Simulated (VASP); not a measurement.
Runs of VASP 6.6.1 on Ba2ZrO3. The structure is that of space group P6/mmm (No. 191), or close to it. The cells are those of the table. The cell was built from a structure type or drawn by symmetry, and may not be a known phase.

| task | spin | cell | k mesh | cutoff (eV) | gap on the mesh (eV) | pressure (GPa) |
| --- | --- | --- | --- | --- | --- | --- |
| single point | off | a = 5.806, b = 5.806, c = 3.968 Å, angles 90.0, 90.0, 120.0°, 6 atoms | 6 × 6 × 10 | 520 | none | 2.3 |
| single point | collinear | a = 5.773, b = 5.773, c = 3.986 Å, angles 90.0, 90.0, 120.0°, 6 atoms | 3 × 3 × 4 | 520 | none | 2.5 |
| single point | off | a = 5.773, b = 5.773, c = 3.986 Å, angles 90.0, 90.0, 120.0°, 6 atoms | 6 × 6 × 4 | 520 | none | (a) |
| relaxation of cell and atoms | off | relaxed from a = 5.773, b = 5.773, c = 3.986 Å, angles 90.0, 90.0, 120.0°, 6 atoms | 6 × 6 × 10 | 600 | none | 0.0 |

Alike in all rows: level PBE; potentials or basis VASP PAW PBE potentials, release 64 (Ba_sv, Zr_sv, O); smearing gaussian 0.1 eV.

Task: Estimate the missing entries.

Result: (a) 2.4.

Caveats: some runs use coarse meshes; spin-orbit coupling is left out, which moves the levels of the heavy elements.

A k mesh can miss the band edges, and the runs leave out spin-orbit coupling on Ba, Zr.

A gap of «none» marks levels without a gap at the run's occupations.
